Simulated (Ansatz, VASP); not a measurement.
## ScGa2N3 in VASP and in Ansatz

The input INCAR:

```
SYSTEM = ScGa2N3
  ALGO = Normal
  EDIFF = 1E-6
  ENCUT = 520
  GGA = PE
  ISIF = 2
  ISMEAR = 0
  LASPH = .TRUE.
  LCHARG = .TRUE.
  LELF = .TRUE.
  LREAL = .FALSE.
  LVHAR = .TRUE.
  LWAVE = .FALSE.
  NBANDS = 64
  NELM = 60
  PREC = Accurate
  SIGMA = 0.1
```

File KPOINTS:

```
k-points
0
G
  4 4 2
  0 0 0
```

Contents of POSCAR:

```
ScGa2N3
1.0
    1.6476359733     -2.8537892182      0.0000000000
   -4.9429079200     -2.8537892182      0.0000000000
    0.0000000000      0.0000000000     -8.1128132344
Sc Ga N
2 4 6
Direct
    0.0000000000      1.0000000000      0.0016165371
    0.5000000000      0.5000000000      0.0016165371
    1.0000000000      0.6666666667      0.3383509076
    0.5000000000      0.1666666667      0.3383509076
    0.5000000000      0.8333333333      0.6596250807
    0.0000000000      0.3333333333      0.6596250807
    1.0000000000      0.6666666667      0.0955102563
    0.5000000000      0.1666666667      0.0955102563
    0.0000000000      1.0000000000      0.7387265253
    0.5000000000      0.5000000000      0.7387265253
    0.5000000000      0.8333333333      0.4161706931
    0.0000000000      0.3333333333      0.4161706931
```

Input for Ansatz:

```yaml
crystal:
  lattice:
    - [1.6476359733, -2.8537892182, 0.0]
    - [-4.94290792, -2.8537892182, 0.0]
    - [0.0, 0.0, -8.1128132344]
  atoms:
    - { symbol: Sc, position: [0.0, 1.0, 0.0016165371] }
    - { symbol: Sc, position: [0.5, 0.5, 0.0016165371] }
    - { symbol: Ga, position: [1.0, 0.6666666667, 0.3383509076] }
    - { symbol: Ga, position: [0.5, 0.1666666667, 0.3383509076] }
    - { symbol: Ga, position: [0.5, 0.8333333333, 0.6596250807] }
    - { symbol: Ga, position: [0.0, 0.3333333333, 0.6596250807] }
    - { symbol: "N", position: [1.0, 0.6666666667, 0.0955102563] }
    - { symbol: "N", position: [0.5, 0.1666666667, 0.0955102563] }
    - { symbol: "N", position: [0.0, 1.0, 0.7387265253] }
    - { symbol: "N", position: [0.5, 0.5, 0.7387265253] }
    - { symbol: "N", position: [0.5, 0.8333333333, 0.4161706931] }
    - { symbol: "N", position: [0.0, 0.3333333333, 0.4161706931] }
basis:
  ecutwfc: 420
kpoints:
  mp_grid: { grid: [4, 4, 2] }
hamiltonian:
  xc: pbe
scf:
  occupations: { method: gaussian, width: 0.1 }
  lower_state_search: "off"
output:
  forces: true
  stress: true
  eigenvalues: true
```

Alike in both runs: task single point; functional PBE; k mesh 4 × 4 × 2; occupations gaussian, width 0.1 eV; no spin polarisation.

|  | VASP | Ansatz |
| --- | --- | --- |
| version | VASP 6.6.1 | Ansatz 0.2.0 |
| potentials or method | VASP PAW PBE potentials, release 64 (Sc_sv, Ga_d, N), cutoff 520 eV | scalar-relativistic, plane waves, PAW |
| valence electrons in the cell | 104 | 104 |

```csv
,VASP,Ansatz,Ansatz less VASP
gap on the k mesh at the Fermi level (eV),1.88,1.87,-0.004
least direct gap on the mesh (eV),1.94,1.93,-0.004
pressure (GPa),0.4,0.0,-0.39
"traceless stress, the component that is largest in VASP (GPa)",-0.12,-0.12,0.000
rms of the force components (eV/Å),0.014,0.005,-0.0095
```

Atom by atom the forces differ by 0.016 eV/Å (rms over components).

The k mesh is coarse, so the values compare programs but aren't converged.
